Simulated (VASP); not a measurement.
Wanted: the native input for a VASP 6.6.1 run.

* Task: single point
* Functional: LDA
* Potentials or basis: VASP PAW LDA potentials, release 64 (Ge_d)
* Cutoff: 520 eV
* k mesh: 10 × 10 × 6
* Occupations: fermi-dirac, width 0.05 eV
* Spin: no spin polarisation
* Dipole correction: no
* Further INCAR settings: ALGO = Normal; EDIFF = 1e-06; NBANDS = 21

The structure of Ge lies in POSCAR:

```
Ge
1.0
    1.4679416364     -2.5596219381      0.0000000000
    1.4679416364      2.5596219381      0.0000000000
    0.0000000000      0.0000000000      4.6637015279
Ge
2
Direct
    0.3334466300      0.6665533700      0.2500000000
    0.6665533700      0.3334466300      0.7500000000
```

The input as run:

INCAR

```
SYSTEM = Ge
  ALGO = Normal
  EDIFF = 1E-6
  ENCUT = 520
  ISIF = 2
  ISMEAR = -1
  LASPH = .True.
  LCHARG = .False.
  LREAL = .False.
  LWAVE = .False.
  NBANDS = 21
  NELM = 60
  PREC = Accurate
  SIGMA = 0.05
```

KPOINTS

```
k-points
0
Gamma
  10 10 6
  0 0 0
```

Potentials or basis: VASP PAW LDA potentials, release 64 (Ge_d).

Command:

```bash
$ cat potpaw_LDA.64/Ge_d/POTCAR > POTCAR
$ mpirun -np 1 vasp_std > vasp.out
```

It gave:

```
Pressure               : 2.1 GPa
Band gap on the k mesh : zero (band 14 reaches 14.18 eV, above the bottom of band 15 at 4.95 eV)
```

Run time: 45 s on 1 thread of Intel(R) Xeon(R) Platinum 8259CL CPU @ 2.50GHz (Skylake/Cascade Lake) (shared host), peak memory 0.18 GiB.
